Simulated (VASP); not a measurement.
A run of VASP 6.6.1 is set up as follows.

File INCAR:

```
SYSTEM = HgSe2
ALGO = Normal ; EDIFF = 1E-6
EDIFFG = -0.01 ; ENCUT = 600
GGA = PE ; IBRION = 2
ISIF = 3 ; ISMEAR = 0
LASPH = .True. ; LCHARG = .False.
LREAL = .False. ; LWAVE = .False.
NELM = 60 ; NSW = 100
PREC = Accurate ; SIGMA = 0.1
```

KPOINTS

```
k-points
0
Gamma
  12 12 12
  0 0 0
```

File POSCAR:

```
HgSe2
1.0
    4.6991136921      0.0000000000      0.0000000000
   -2.3495568461      4.0695518326      0.0000000000
    0.0000000000      0.0000000000      3.8773109288
Hg Se
1 2
Direct
    0.0000000000      0.0000000000      0.0000000000
    0.3333333333      0.6666666667      0.5000000000
    0.6666666667      0.3333333333      0.5000000000
```

Potentials or basis: VASP PAW PBE potentials, release 64 (Hg, Se).

Command:

```console
$ cat potpaw_PBE.64/Hg/POTCAR potpaw_PBE.64/Se/POTCAR > POTCAR
$ mpirun -np 1 vasp_std > vasp.out
```

Q: What does it give for the relaxed cell?

A: a = 4.686 Å, b = 4.686 Å, c = 4.028 Å, α = 90.00°, β = 90.00°, γ = 120.00°.

Q: What does it give for the space group after relaxing (to 0.1 Å)?

A: P6/mmm (No. 191).

Q: Estimate the relaxed volume.

A: 25.53 Å³/atom.

The path:
| step | energy change (eV) | largest force (eV/Å) | pressure (GPa) | volume (Å³) |
| --- | --- | --- | --- | --- |
| 1 | 0.0000 | 0.0000 | 0.42 | 74.15 |
| 2 | -0.0014 | 0.0000 | 0.06 | 74.85 |
| 3 | -0.0015 | 0.0000 | -0.15 | 75.26 |
| 4 | -0.0026 | 0.0000 | -0.13 | 75.53 |
| 5 | -0.0045 | 0.0000 | -0.08 | 76.31 |
| 6 | -0.0047 | 0.0000 | -0.03 | 76.60 |
